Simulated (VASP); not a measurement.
**Li5NbO5: single point with PBEsol**

Crystal: Li5NbO5.

```xyz
11
Lattice="4.8872 -2.0157 0.0043 4.8872 2.0157 0.0043 -1.8835 0.0000 5.5277" Properties=species:S:1:pos:R:3 pbc="T T T"
Li    6.3253    0.0000    1.9051
Li    5.1308    0.0000    4.7845
Li   -0.9418    0.0000    2.7639
Li    2.7601    0.0000    0.7518
Li    1.5657    0.0000    3.6312
Nb    0.0000    0.0000    0.0000
O     8.0323    0.0000    0.9640
O     6.9533    0.0000    3.7912
O     4.8872    0.0000    0.0043
O     0.9377    0.0000    1.7452
O    -0.1413    0.0000    4.5723
```

This cell differs from its parent crystal: volume scaled by 1.03, then relaxed in part.

| Property | Result |
| --- | --- |
| Program | VASP 6.6.1 |
| Task | single point |
| Functional | PBEsol |
| Potentials or basis | VASP PAW PBE potentials, release 64 (Li_sv, Nb_sv, O) |
| Cutoff | 520 eV |
| k mesh | 6 × 6 × 4 |
| Occupations | gaussian, width 0.02 eV |
| Spin | no spin polarisation |
| Dipole correction | no |
| Further INCAR settings | ALGO = Normal; EDIFF = 1e-07; NBANDS = 40 |

```yaml
Largest_force: 0.022 eV/Å
Band_gap_on_the_k_mesh: 3.15 eV, indirect (least direct gap 3.23 eV)
```

Forces on the atoms (eV/Å):
```
Li  -0.017  0.000  0.002
Li  -0.012  0.000 -0.016
Li   0.000  0.000  0.000
Li   0.012  0.000  0.016
Li   0.017  0.000 -0.002
Nb   0.000  0.000  0.000
O    0.018  0.000 -0.014
O    0.009  0.000  0.014
O    0.000  0.000  0.000
O   -0.009  0.000 -0.014
O   -0.018  0.000  0.014
```

Levels at points of the mesh, in eV from the valence-band top:
```
           k point  band 26  band 27  band 28  band 29  band 30  band 31  band 32  band 33
(0.00, 0.00, 0.00)    -0.52    -0.31    -0.13    -0.09     3.15     3.46     4.28     4.61
(0.50, 0.00, 0.00)    -0.44    -0.38    -0.12    -0.09     4.18     4.82     4.96     5.03
(0.50, 0.50, 0.00)    -1.10    -1.06    -0.57    -0.11     3.23     3.58     3.65     5.46
(0.00, 0.00, 0.50)    -1.12    -0.90    -0.61    -0.24     3.38     3.65     4.45     5.47
(0.50, 0.00, 0.50)    -0.80    -0.49    -0.34    -0.16     4.38     4.79     4.97     5.61
(0.50, 0.50, 0.50)    -0.66    -0.62    -0.58    -0.25     3.17     3.36     4.42     6.01
```

Run time: 3.1 min on 1 thread of Intel(R) Xeon(R) Platinum 8559C (Emerald Rapids), with other jobs on the host, peak memory 0.34 GiB.

Caveat: the PAW data sets were made with another functional, which shifts forces and pressure a little. A k mesh can miss the band edges.
